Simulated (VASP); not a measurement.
# MnAs (P6_3/mmc) in VASP: single point with r2SCAN

Aim: the single point of MnAs with r2SCAN.

Program: VASP 6.6.1. These are calculated values, not measurements. Logs are shortened: lines on timing, memory, paths and dates and some standing lists are left out, and cuts for length are marked.

## 1. The cell of the first run

The structure is hexagonal, space group P6_3/mmc (No. 194). The conventional cell has a = 3.748 Å, b = 3.748 Å, c = 5.716 Å, α = 90.00°, β = 90.00°, γ = 120.00°. Mn (site symmetry -3m) has 6 As at 2.59 Å and 2 Mn at 2.86 Å within 3.4 Å. As (site symmetry -6m2) has 6 Mn at 2.59 Å within 3.4 Å.

## 2. Single point, r2SCAN

POSCAR reads:

```
MnAs
1.0
    3.7481282051      0.0000000000      0.0000000000
   -1.8740641025      3.2459742422      0.0000000000
    0.0000000000      0.0000000000      5.7162631663
Mn As
2 2
Direct
    0.0000000000      0.0000000000      0.0000000000
    0.0000000000      0.0000000000      0.5000000000
    0.3333333333      0.6666666667      0.2500000000
    0.6666666667      0.3333333333      0.7500000000
```

INCAR.step1 reads:

```
ALGO = Normal ; EDIFF = 1E-4
ENCUT = 520 ; GGA = PE
ISMEAR = 0 ; LASPH = True
LCHARG = False ; LREAL = False
LWAVE = True ; NBANDS = 26
NELM = 100 ; PREC = Accurate
SIGMA = 0.05
```

INCAR.step2 reads:

```
ALGO = Normal ; EDIFF = 1E-6
ENCUT = 520 ; ISIF = 2
ISMEAR = 0 ; ISTART = 1
LASPH = True ; LCHARG = False
LMIXTAU = True ; LREAL = False
LWAVE = False ; METAGGA = R2SCAN
NBANDS = 26 ; NELM = 100
PREC = Accurate ; SIGMA = 0.05
```

KPOINTS reads:

```
k-points
0
Gamma
  12 12 8
```

Potentials or basis: VASP PAW PBE potentials, release 64 (Mn_pv, As).

Launch:

```
$ cat potpaw_PBE.64/Mn_pv/POTCAR potpaw_PBE.64/As/POTCAR > POTCAR
$ cp INCAR.step1 INCAR
$ mpirun -np 1 vasp_std > vasp.out
$ cp INCAR.step2 INCAR
$ mpirun -np 1 vasp_std > vasp.out
```

OUTCAR:

```text
EDIFF = 1E-6
   ENCUT = 520
   ISIF = 2
   ISMEAR = 0
   ISTART = 1
   LASPH = True
   LREAL = False
   METAGGA = R2SCAN
   NELM = 100
   PREC = Accurate

 ion  position               nearest neighbor table
   1  0.000  0.000  0.000-   3 2.59   4 2.59   3 2.59   4 2.59   4 2.59   3 2.59   2 2.86   2 2.86

   2  0.000  0.000  0.500-   3 2.59   4 2.59   3 2.59   4 2.59   4 2.59   3 2.59   1 2.86   1 2.86

   3  0.333  0.667  0.250-   1 2.59   2 2.59   1 2.59   2 2.59   1 2.59   2 2.59
   4  0.667  0.333  0.750-   1 2.59   2 2.59   1 2.59   2 2.59   1 2.59   2 2.59

  LATTYP: Found a hexagonal cell.
 ALAT       =     3.7481282051
 C/A-ratio  =     1.5250980899

  Lattice vectors:

 A1 = (   3.7481282051,   0.0000000000,   0.0000000000)
 A2 = (  -1.8740641025,   3.2459742422,   0.0000000000)
 A3 = (   0.0000000000,   0.0000000000,   5.7162631663)

Analysis of symmetry for initial positions (statically):
=====================================================================
 Subroutine PRICEL returns:
 Original cell was already a primitive cell.

 Routine SETGRP: Setting up the symmetry group for a
 hexagonal supercell.

 Subroutine GETGRP returns: Found 24 space group operations
 (whereof 12 operations were pure point group operations)
 out of a pool of 24 trial point group operations.

The static configuration has the point symmetry D_3d.
 The point group associated with its full space group is D_6h.

Analysis of symmetry for dynamics (positions and initial velocities):
=====================================================================
 Subroutine PRICEL returns:
 Original cell was already a primitive cell.

 Routine SETGRP: Setting up the symmetry group for a
 hexagonal supercell.

 Subroutine GETGRP returns: Found 24 space group operations
 (whereof 12 operations were pure point group operations)
 out of a pool of 24 trial point group operations.

The dynamic configuration has the point symmetry D_3d.
 The point group associated with its full space group is D_6h.

 Subroutine INISYM returns: Found 24 space group operations
 (whereof 12 operations are pure point group operations),
 and found     1 'primitive' translations

----------------------------------------------------------------------------------------

                                     Primitive cell

  volume of cell :      69.5459

  direct lattice vectors                    reciprocal lattice vectors
     3.748128205  0.000000000  0.000000000     0.266799839  0.154036959  0.000000000
    -1.874064102  3.245974242  0.000000000     0.000000000  0.308073917  0.000000000
     0.000000000  0.000000000  5.716263166     0.000000000  0.000000000  0.174939461

  length of vectors
     3.748128205  3.748128205  5.716263166     0.308073917  0.308073917  0.174939461

  position of ions in fractional coordinates (direct lattice)
     0.000000000  0.000000000  0.000000000
     0.000000000  0.000000000  0.500000000
     0.333333333  0.666666667  0.250000000
     0.666666667  0.333333333  0.750000000

  ion indices of the primitive-cell ions
   primitive index   ion index
                 1           1
                 2           2
                 3           3
                 4           4

----------------------------------------------------------------------------------------

 KPOINTS: k-points

Automatic generation of k-mesh.
 Grid dimensions read from file:
 generate k-points for:   12   12    8

 Generating k-lattice:

  Cartesian coordinates                     Fractional coordinates (reciprocal lattice)
     0.022233320  0.012836413  0.000000000     0.083333333  0.000000000  0.000000000
     0.000000000  0.025672826  0.000000000     0.000000000  0.083333333  0.000000000
     0.000000000  0.000000000  0.021867433     0.000000000  0.000000000  0.125000000

  Length of vectors
     0.025672826  0.025672826  0.021867433

  Shift w.r.t. Gamma in fractional coordinates (k-lattice)
     0.000000000  0.000000000  0.000000000

 Subroutine IBZKPT returns following result:
 ===========================================

 Found     95 irreducible k-points:

 Following reciprocal coordinates:
            Coordinates               Weight
  0.000000  0.000000  0.000000      1.000000
  0.083333 -0.000000  0.000000      6.000000
  0.166667 -0.000000  0.000000      6.000000
  0.250000  0.000000  0.000000      6.000000
  0.333333  0.000000  0.000000      6.000000
  0.416667  0.000000  0.000000      6.000000
[... 16 lines left out ...]
  0.250000  0.000000  0.125000     12.000000
  0.333333  0.000000  0.125000     12.000000
 [... further k-points ...]
   k-points           NKPTS =     95   k-points in BZ     NKDIM =     95   number of bands    NBANDS=     26
   number of dos      NEDOS =    301   number of ions     NIONS =      4
   total plane-waves  NPLWV =  37632
   dimension x,y,z NGX =    28 NGY =   28 NGZ =   48
   dimension x,y,z NGXF=    56 NGYF=   56 NGZF=   96
   ions per type =               2   2
   NGX,Y,Z   is equivalent  to a cutoff of  12.42, 12.42, 13.96 a.u.
   NGXF,Y,Z  is equivalent  to a cutoff of  24.84, 24.84, 27.92 a.u.
 SYSTEM =  unknown system
   PREC   = accura    normal or accurate (medium, high low for compatibility)
   ISTART =      1    job   : 0-new  1-cont  2-samecut
   ICHARG =      0    charge: 1-file 2-atom 10-const
   ISPIN  =      1    spin polarized calculation?
   LNONCOLLINEAR =      F non collinear calculations
   LSORBIT =      F    spin-orbit coupling
   LASPH  =      T    aspherical Exc in radial PAW
   ENCUT  =  520.0 eV  38.22 Ry    6.18 a.u.   6.97  6.97 10.63*2*pi/ulx,y,z
   NELM   =    100;   NELMIN=  2; NELMDL=  0     # of ELM steps
   EDIFF  = 0.1E-05   stopping-criterion for ELM
   LREAL  =      F    real-space projection
   EDIFFG = 0.1E-04   stopping-criterion for IOM
   NSW    =      0    number of steps for IOM
   IBRION =     -1    ionic relax: 0-MD 1-quasi-New 2-CG
   NFREE  =      0    steps in history (QN), initial steepest desc. (CG)
   ISIF   =      2    stress and relaxation
   ISYM   =      2    0-nonsym 1-usesym 2-fastsym
   POTIM  = 0.5000    time-step for ionic-motion
   TEBEG  =    0.0;   TEEND  =   0.0 temperature during run
   PSTRESS=    0.0 pullay stress
   NELECT =      36.0000    total number of electrons
   NUPDOWN=      -1.0000    fix difference up-down
   EMIN   =  10.00;   EMAX   =-10.00  energy-range for DOS
   EFERMI =   0.00;   METHOD = LEGACY
   ISMEAR =     0;   SIGMA  =   0.05  broadening in eV -4-tet -1-fermi 0-gaus
   EFERMI_NEDOS =   21; number of points for ismear=-14 and -15
   IALGO  =     38    algorithm
   IMIX   =      4    mixing-type and parameters
     AMIX     =   0.40;   BMIX     =  1.00
     AMIX_MAG =   1.60;   BMIX_MAG =  1.00
  volume/ion in A,a.u.               =      17.39       117.33
  Fermi-wavevector in a.u.,A,eV,Ry     =   1.314473  2.483994 23.508690  1.727840
  Thomas-Fermi vector in A             =   2.444724
   LORBIT       =      0    0 simple, 1 ext, 2 COOP (PROOUT), +10 PAW based schemes
   METAGGA = R2SCAN    functional components
   LHFCALC =     F    Hartree Fock is set to
   AEXX    =    0.0000 exact exchange contribution
   IVDW    =     0    specifies the selected vdW correction
   LEPSILON=     F    determine dielectric tensor
   LRPA    =     F    only Hartree local field effects (RPA)
 non-spin polarized calculation
 Gauss-broadening in eV      SIGMA  =   0.05
  energy-cutoff  :      520.00
  volume of cell :       69.55
 maximum number of plane-waves:      1896
 NGX is ok and might be reduce to    28
   NGX = 13   NGY = 13   NGZ = 21

 number of electron      36.0000004 magnetization

 Free energy of the ion-electron system (eV)
  ---------------------------------------------------
  ext. energy  EPLUGINS =         0.00000000
  ---------------------------------------------------
  free energy    TOTEN  =       -57.02267794 eV

  energy without entropy =      -57.00960038  energy(sigma->0) =      -57.01613916

 E-fermi :   5.8827     XC(G=0): -11.7574

 val. band max:        5.8814545530   @ k =   0.2500   0.1667   0.0000
 cond. band min:       5.8827434619   @ k =   0.5000   0.0000   0.3750
 fundamental gap:      0.0012889089
 Fermi energy:         5.8826706654

 k-point     1 :       0.0000    0.0000    0.0000
  band No.  band energies     occupation
      1     -43.7505      2.00000
      2     -43.6488      2.00000
      3     -43.5329      2.00000
      4     -43.5327      2.00000
      5     -43.5226      2.00000
      6     -43.5224      2.00000
[... 18 lines left out ...]
     25      10.5533      0.00000
     26      12.0503      0.00000

 k-point     2 :       0.0833   -0.0000    0.0000
  band No.  band energies     occupation
      1     -43.7504      2.00000
      2     -43.6488      2.00000
      3     -43.5333      2.00000
      4     -43.5329      2.00000
      5     -43.5229      2.00000
      6     -43.5225      2.00000
[... 18 lines left out ...]
     25      11.3011      0.00000
     26      12.5620      0.00000

 k-point     3 :       0.1667   -0.0000    0.0000
  band No.  band energies     occupation
      1     -43.7501      2.00000
      2     -43.6486      2.00000
      3     -43.5347      2.00000
      4     -43.5332      2.00000
      5     -43.5241      2.00000
      6     -43.5228      2.00000
[... 18 lines left out ...]
     25      11.8547      0.00000
     26      13.4646      0.00000

 k-point     4 :       0.2500    0.0000    0.0000
  band No.  band energies     occupation
      1     -43.7498      2.00000
      2     -43.6484      2.00000
      3     -43.5365      2.00000
      4     -43.5337      2.00000
      5     -43.5256      2.00000
      6     -43.5232      2.00000
[... 18 lines left out ...]
     25      11.8172      0.00000
     26      13.2296      0.00000

 k-point     5 :       0.3333    0.0000    0.0000
  band No.  band energies     occupation
      1     -43.7494      2.00000
      2     -43.6483      2.00000
      3     -43.5383      2.00000
      4     -43.5342      2.00000
      5     -43.5272      2.00000
      6     -43.5235      2.00000
[... 18 lines left out ...]
     25      11.6709      0.00000
     26      12.6761      0.00000

 k-point     6 :       0.4167    0.0000    0.0000
  band No.  band energies     occupation
      1     -43.7491      2.00000
      2     -43.6481      2.00000
      3     -43.5396      2.00000
      4     -43.5345      2.00000
      5     -43.5284      2.00000
      6     -43.5238      2.00000
[... 427 lines left out ...]
 k-point    21 :       0.0833   -0.0000    0.1250
  band No.  band energies     occupation
      1     -43.7465      2.00000
      2     -43.6527      2.00000
      3     -43.5329      2.00000
      4     -43.5325      2.00000
      5     -43.5233      2.00000
      6     -43.5229      2.00000
[... 18 lines left out ...]
     25      11.4145      0.00000
     26      12.8162      0.00000

 k-point    22 :       0.1667   -0.0000    0.1250
  band No.  band energies     occupation
      1     -43.7463      2.00000
      2     -43.6525      2.00000
      3     -43.5343      2.00000
      4     -43.5328      2.00000
      5     -43.5245      2.00000
      6     -43.5232      2.00000
[... 18 lines left out ...]
     25      11.9803      0.00000
     26      13.2142      0.00000

 k-point    23 :       0.2500    0.0000    0.1250
  band No.  band energies     occupation
      1     -43.7459      2.00000
      2     -43.6523      2.00000
      3     -43.5361      2.00000
      4     -43.5333      2.00000
      5     -43.5261      2.00000
      6     -43.5236      2.00000
[... 18 lines left out ...]
     25      11.8894      0.00000
     26      12.4430      0.00000

 k-point    24 :       0.3333    0.0000    0.1250
  band No.  band energies     occupation
      1     -43.7456      2.00000
      2     -43.6521      2.00000
      3     -43.5379      2.00000
      4     -43.5338      2.00000
      5     -43.5276      2.00000
      6     -43.5239      2.00000
[... 18 lines left out ...]
     25      11.4695      0.00000
     26      12.0931      0.00000

 [... further k-points ...]
[... 5 lines left out ...]
  --------------------------------------------------------------------------------------
  -------------------------------------------------------------------------------------
  Total       -9.9163178     -9.9163178    -10.3511044     -0.0000000     -0.0000000      0.0000000
  in kB     -228.4490185   -228.4490185   -238.4654965     -0.0000000     -0.0000000      0.0000000
  external PRESSURE =    -231.7878445 kB  Pullay stress =       0.0000000 kB

 VOLUME and BASIS-vectors are now :
 -----------------------------------------------------------------------------
  energy-cutoff  :      520.00
  volume of cell :       69.55
      direct lattice vectors                 reciprocal lattice vectors
     3.748128205  0.000000000  0.000000000     0.266799839  0.154036959  0.000000000
    -1.874064102  3.245974242  0.000000000     0.000000000  0.308073917  0.000000000
     0.000000000  0.000000000  5.716263166     0.000000000  0.000000000  0.174939461

 POSITION                                       TOTAL-FORCE (eV/Angst)
 -----------------------------------------------------------------------------------
      0.00000      0.00000      0.00000         0.000000      0.000000      0.000000
      0.00000      0.00000      2.85813        -0.000000      0.000000      0.000000
     -0.00000      2.16398      1.42907         0.000000      0.000000      0.000000
      1.87406      1.08199      4.28720        -0.000000      0.000000     -0.000000
 -----------------------------------------------------------------------------------
    total drift:                               -0.000000      0.000000      0.000000

  FREE ENERGIE OF THE ION-ELECTRON SYSTEM (eV)
  ---------------------------------------------------
  free  energy   TOTEN  =       -57.0226779393 eV

  energy  without entropy=      -57.0096003754  energy(sigma->0) =      -57.01613916
```

It took 7 min on 1 thread of AMD EPYC 7R13 (Zen 3), shared host; peak memory 0.27 GiB.

Results:

| Quantity | Value |
| --- | --- |
| Free energy | -57.0227 eV |
| Pressure | -23.2 GPa |
| Band gap on the k mesh | zero (bands 18 and 19 overlap by 0.20 eV) |

Stress tensor (GPa, compression positive):
```
-22.84   0.00   0.00
  0.00 -22.84   0.00
  0.00   0.00 -23.85
```

Caveat: the cell stands under tension; the PAW data sets were made with another functional, which shifts forces and pressure a little; the run has no spin polarisation, though such a crystal can be magnetic.
